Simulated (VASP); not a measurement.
Crystal: TiC (d3).

```
Ti C
1.0
     0.00000    2.16572    2.16572
     2.16572    0.00000    2.16572
     2.16572    2.16572    0.00000
Ti C
1 1
Direct
  0.00000 0.00000 0.00000
  0.50000 0.50000 0.50000
```

- Program: VASP 6.6.1
- Task: relaxation of cell and atoms
- Functional: PBE
- Dispersion: D3(BJ)
- Potentials or basis: VASP PAW PBE potentials, release 64 (Ti_sv, C)
- Cutoff: 600 eV
- k mesh: 16 × 16 × 16
- Occupations: gaussian, width 0.1 eV
- Spin: no spin polarisation

At the start: pressure -6.9 GPa; volume 10.16 Å³/atom.

Task: How do energy, volume and symmetry change on relaxing?

Result: Over 6 steps the energy falls by 6.2 meV/atom and the volume is 9.88 Å³/atom (-2.7 %); space group Fm-3m (No. 225, to 0.05 Å).

The path:
```csv
step,energy change (eV),largest force (eV/Å),pressure (GPa),volume (Å³)
1,0.0000,0.0000,-6.91,20.32
2,0.0096,0.0000,10.24,19.05
3,-0.0123,0.0000,-0.05,19.76
4,-0.0123,0.0000,0.08,19.75
5,-0.0123,0.0000,-0.08,19.77
6,-0.0123,0.0000,0.00,19.76
```

Final structure:
```yaml
crystal:
  lattice:
    - [0.00000, 2.14575, 2.14575]
    - [2.14575, 0.00000, 2.14575]
    - [2.14575, 2.14575, 0.00000]
  atoms:
    - { symbol: Ti, position: [0.00000, 0.00000, 0.00000] }
    - { symbol: C, position: [0.50000, 0.50000, 0.50000] }
```

Caveat: pairwise dispersion overbinds metals, which lowers pressure and volume.
